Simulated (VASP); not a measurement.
# PbO (rock salt type) (Fm-3m) in VASP: a series of runs, part 2 of 2

VASP 6.6.1. The steps go on from the part before.

### 6 Single point, PBE

This run uses another cell than the first one, of 17.16 Å³/atom.

INCAR reads:

```
PREC     = Accurate       # precision mode
ENCUT    = 520            # plane-wave cutoff, eV
EDIFF    = 1E-6           # SCF threshold, eV
ISMEAR   = -1             # smearing method
SIGMA    = 0.06122561905347299 # smearing width, eV
LREAL    = False          # projectors in reciprocal space
LASPH    = True           # aspherical terms in the spheres
NELM     = 80             # most SCF steps
ALGO     = Normal         # electronic algorithm
ISIF     = 2              # what is computed and relaxed
LWAVE    = False          # write WAVECAR
LCHARG   = False          # write CHGCAR
GGA      = PE             # functional
NBANDS   = 17             # bands
```

KPOINTS reads:

```
Automatic mesh
0
Gamma
  36 36 36
```

POSCAR reads:

```
PbO
1.0
    0.0000000000      2.5794153706      2.5794153706
    2.5794153706      0.0000000000      2.5794153706
    2.5794153706      2.5794153706      0.0000000000
Pb O
1 1
Direct
    0.0000000000      0.0000000000      0.0000000000
    0.5000000000      0.5000000000      0.5000000000
```

Potentials or basis: VASP PAW PBE potentials, release 64 (Pb_d, O).

Launch:

```
cat potpaw_PBE.64/Pb_d/POTCAR potpaw_PBE.64/O/POTCAR > POTCAR
mpirun -np 1 vasp_std > vasp.out
```

OUTCAR:

```text
PREC = Accurate
   ENCUT = 520
   EDIFF = 1E-6
   ISMEAR = -1
   LREAL = False
   LASPH = True
   NELM = 80
   ISIF = 2
   GGA = PE

 ion  position               nearest neighbor table
   1  0.000  0.000  0.000-   2 2.58   2 2.58   2 2.58   2 2.58   2 2.58   2 2.58
   2  0.500  0.500  0.500-   1 2.58   1 2.58   1 2.58   1 2.58   1 2.58   1 2.58

  LATTYP: Found a face centered cubic cell.
 ALAT       =     5.1588307412

  Lattice vectors:

 A1 = (   0.0000000000,   2.5794153706,   2.5794153706)
 A2 = (   2.5794153706,   0.0000000000,   2.5794153706)
 A3 = (   2.5794153706,   2.5794153706,   0.0000000000)

Analysis of symmetry for initial positions (statically):
=====================================================================
 Subroutine PRICEL returns:
 Original cell was already a primitive cell.

 Routine SETGRP: Setting up the symmetry group for a
 face centered cubic supercell.

 Subroutine GETGRP returns: Found 48 space group operations
 (whereof 48 operations were pure point group operations)
 out of a pool of 48 trial point group operations.

The static configuration has the point symmetry O_h .
[... 157 lines left out ...]

  energy without entropy =      -10.34516610  energy(sigma->0) =      -10.34552652

 E-fermi :   7.2996     XC(G=0): -10.8366

 val. band max:        7.2307210991   @ k =  -0.4722   0.0833   0.0000
 cond. band min:       7.3524281592   @ k =  -0.4722   0.0833   0.0000
 fundamental gap:      0.1217070601
 Fermi energy:         7.2995527777

 k-point     1 :       0.0000    0.0000    0.0000
  band No.  band energies     occupation
      1     -10.9478      2.00000
      2      -9.4070      2.00000
      3      -9.4070      2.00000
      4      -9.4070      2.00000
      5      -9.2720      2.00000
      6      -9.2720      2.00000
[... 457 lines left out ...]
      4      -9.3900      2.00000
      5      -9.2838      2.00000
      6      -9.2730      2.00000
[... 9 lines left out ...]
     16      19.4160      0.00000
     17      20.7662      0.00000

 [... further k-points ...]

------------------------ aborting loop because EDIFF is reached ----------------------------------------

  FORCE on cell =-STRESS in cart. coord.  units (eV):
  Direction    XX          YY          ZZ          XY          YZ          ZX
  --------------------------------------------------------------------------------------
  -------------------------------------------------------------------------------------
  Total        1.2874697      1.2874697      1.2874697     -0.0000000      0.0000000      0.0000000
  in kB       60.0971335     60.0971335     60.0971335     -0.0000000      0.0000000      0.0000000
  external PRESSURE =      60.0971335 kB  Pullay stress =       0.0000000 kB

 VOLUME and BASIS-vectors are now :
 -----------------------------------------------------------------------------
  energy-cutoff  :      520.00
  volume of cell :       34.32
      direct lattice vectors                 reciprocal lattice vectors
     0.000000000  2.579415371  2.579415371    -0.193842374  0.193842374  0.193842374
     2.579415371  0.000000000  2.579415371     0.193842374 -0.193842374  0.193842374
     2.579415371  2.579415371  0.000000000     0.193842374  0.193842374 -0.193842374

 POSITION                                       TOTAL-FORCE (eV/Angst)
 -----------------------------------------------------------------------------------
      0.00000      0.00000      0.00000         0.000000      0.000000      0.000000
      2.57942      2.57942      2.57942        -0.000000      0.000000     -0.000000
 -----------------------------------------------------------------------------------
    total drift:                                0.000000      0.000000      0.000000

  FREE ENERGIE OF THE ION-ELECTRON SYSTEM (eV)
  ---------------------------------------------------
  free  energy   TOTEN  =       -10.3458869351 eV

  energy  without entropy=      -10.3451660960  energy(sigma->0) =      -10.34552652
```

stdout:

```text
POSCAR found type information on POSCAR PbO
 POSCAR found :  2 types and       2 ions
 scaLAPACK will be used
 LDA part: xc-table for (Slater+PW92), standard interpolation
 POSCAR, INCAR and KPOINTS ok, starting setup
 FFT: planning ... GRIDC
 FFT: planning ... GRID_SOFT
 FFT: planning ... GRID
 WAVECAR not read
 entering main loop
```

Wall time 12 min (1 thread of Intel Xeon Platinum 8488C (Sapphire Rapids), shared host); peak memory 0.73 GiB.

What came out:

| Quantity | Value |
| --- | --- |
| Free energy | -10.3459 eV |
| Pressure | 6.0 GPa |
| Band gap on the k mesh | 0.12 eV |

Levels at points of the mesh, in eV from the valence-band top:
| k point | band 6 | band 7 | band 8 | band 9 | band 10 | band 11 | band 12 | band 13 | band 14 | band 15 |
| --- | --- | --- | --- | --- | --- | --- | --- | --- | --- | --- |
| (0.00, 0.00, 0.00) | -16.50 | -7.70 | -2.79 | -2.79 | -2.79 | 8.41 | 8.41 | 8.41 | 10.10 | 11.33 |
| (0.50, 0.00, 0.00) | -16.44 | -8.90 | -2.34 | -2.34 | -0.38 | 0.31 | 4.90 | 4.90 | 10.10 | 14.11 |
| (0.50, 0.50, 0.00) | -15.43 | -6.21 | -5.84 | -3.84 | -3.84 | 3.86 | 6.29 | 6.29 | 6.38 | 14.40 |

Caveat: the cell stands under pressure; spin-orbit coupling is left out, which moves the levels of the heavy elements.

### 7 Overview

```tsv
level	cell	k mesh	smearing	gap on the mesh (eV)	pressure (GPa)
r2SCAN	a = 3.736 Å, angles 60.0°, 2 atoms	11 × 11 × 11	fermi-dirac 0.1 eV	0.56	-3.4
r2SCAN	a = 3.773 Å, angles 60.0°, 2 atoms	11 × 11 × 11	fermi-dirac 0.1 eV	0.64	-5.7
PBE	a = 3.648 Å, angles 60.0°, 2 atoms	36 × 36 × 36	fermi-dirac 0.0612256 eV	0.12	6.0
```

Alike in all rows: task single point; potentials or basis VASP PAW PBE potentials, release 64 (Pb_d, O); no spin polarisation; cutoff (eV) 520.

Caveats: spin-orbit coupling is left out, which moves the levels of the heavy elements; the cell stands under tension (at least some runs); the PAW data sets were made with another functional, which shifts forces and pressure a little (at least some runs); an odd mesh through Γ misses points on the zone boundary, where band edges can lie (at least some runs); the cell stands under pressure (at least some runs).

Total energies depend on the potentials used, so only differences within one code and one set of settings carry meaning.
